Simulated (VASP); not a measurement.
**SiF: single point with PBE**

SiF:

```
CELL_PARAMETERS angstrom
1.33860 0.77284 3.74238
-1.33860 0.77284 3.74238
0.00000 -1.54568 3.74238
ATOMIC_POSITIONS crystal
Si 0.50000 0.50000 0.50000
F 0.00000 0.00000 0.00000
```

```
Program                : VASP 6.6.1
Task                   : single point
Functional             : PBE
Potentials or basis    : VASP PAW PBE potentials, release 64 (Si, F)
Cutoff                 : 520 eV
k mesh                 : 10 × 10 × 10
Occupations            : fermi-dirac, width 0.05 eV
Spin                   : no spin polarisation
Dipole correction      : no
Further INCAR settings : ALGO = Normal; EDIFF = 1e-06; NBANDS = 12
```

```yaml
Pressure: 5.9 GPa
```

Stress tensor (GPa, compression positive):
```
 0.77  0.00  0.00
 0.00  0.77  0.00
 0.00  0.00 16.22
```

Levels at points of the mesh, in eV from the Fermi level:
| k point | band 3 | band 4 | band 5 | band 6 | band 7 | band 8 |
| --- | --- | --- | --- | --- | --- | --- |
| (0.00, 0.00, 0.00) | -7.62 | -3.91 | -3.91 | 3.81 | 7.61 | 11.22 |
| (0.50, 0.00, 0.00) | -6.21 | -4.50 | -4.31 | -1.71 | 3.10 | 6.21 |
| (0.50, 0.50, 0.00) | -7.06 | -4.81 | -4.59 | -1.19 | 5.65 | 6.54 |
| (0.50, 0.50, 0.50) | -3.93 | -3.93 | -3.07 | -0.52 | 10.71 | 10.71 |

Run time: 65 s on 1 thread of Intel Xeon 8259CL, on a shared host, peak memory 0.18 GiB.

Caveat: an odd number of electrons without spin polarisation forces a metal; a magnetic or distorted state may lie lower.
